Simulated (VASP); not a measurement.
A run of VASP 6.6.1 is set up as follows.

File INCAR:

```
ALGO = Normal
EDIFF = 1E-7
EDIFFG = -0.02
ENCUT = 520
GGA = PE
IBRION = 2
ISIF = 2
ISMEAR = 0
LASPH = T
LCHARG = F
LREAL = Auto
LUSENCCL = F
LWAVE = F
NELECT = 134.0
NELM = 100
NSW = 80
PREC = Accurate
SIGMA = 0.02
```

Contents of KPOINTS:

```
k-points
0
Gamma
  2 2 2
```

File POSCAR:

```
Zn7S8
1.0
    0.0000000000      5.4423086079     -5.4423086079
    5.4423086079      5.4423086079      0.0000000000
    5.4423086079      0.0000000000     -5.4423086079
Zn S
7 8
Direct
    0.5000000000      0.5000000000      0.5000000000
    1.0000000000      0.5000000000      0.5000000000
    1.0000000000      0.0000000000      0.5000000000
    0.5000000000      0.5000000000      1.0000000000
    0.5000000000      0.0000000000      1.0000000000
    1.0000000000      0.5000000000      1.0000000000
    1.0000000000      0.0000000000      1.0000000000
    0.1250000000      0.1250000000      0.1250000000
    0.1250000000      0.6250000000      0.1250000000
    0.6250000000      0.1250000000      0.1250000000
    0.6250000000      0.6250000000      0.1250000000
    0.1250000000      0.1250000000      0.6250000000
    0.1250000000      0.6250000000      0.6250000000
    0.6250000000      0.1250000000      0.6250000000
    0.6250000000      0.6250000000      0.6250000000
```

Potentials or basis: VASP PAW PBE potentials, release 64 (Zn, S).

Run with:

```sh
$ cat potpaw_PBE.64/Zn/POTCAR potpaw_PBE.64/S/POTCAR > POTCAR
$ mpirun -np 1 vasp_std > vasp.out
```

Question: Estimate the energy gained by relaxing.

Answer: 30.2 meV/atom.

Forces in eV/Å, atoms in the order of the input:
```
Zn   0.000  0.000 -0.001
Zn   0.000 -0.001  0.000
Zn   0.001  0.000  0.000
Zn  -0.001  0.000  0.000
Zn   0.000  0.001  0.000
Zn   0.000  0.000  0.000
Zn   0.000  0.000  0.001
S    0.008  0.008  0.008
S   -0.008 -0.008  0.008
S    0.001 -0.001 -0.001
S   -0.008  0.008 -0.008
S   -0.001  0.001 -0.001
S    0.008 -0.008 -0.008
S   -0.001 -0.001  0.001
S    0.001  0.001  0.001
```

Caveat: the k points lie up to 0.50 Å⁻¹ apart; the cell carries a net charge on a neutralising background, which shifts energy and pressure.
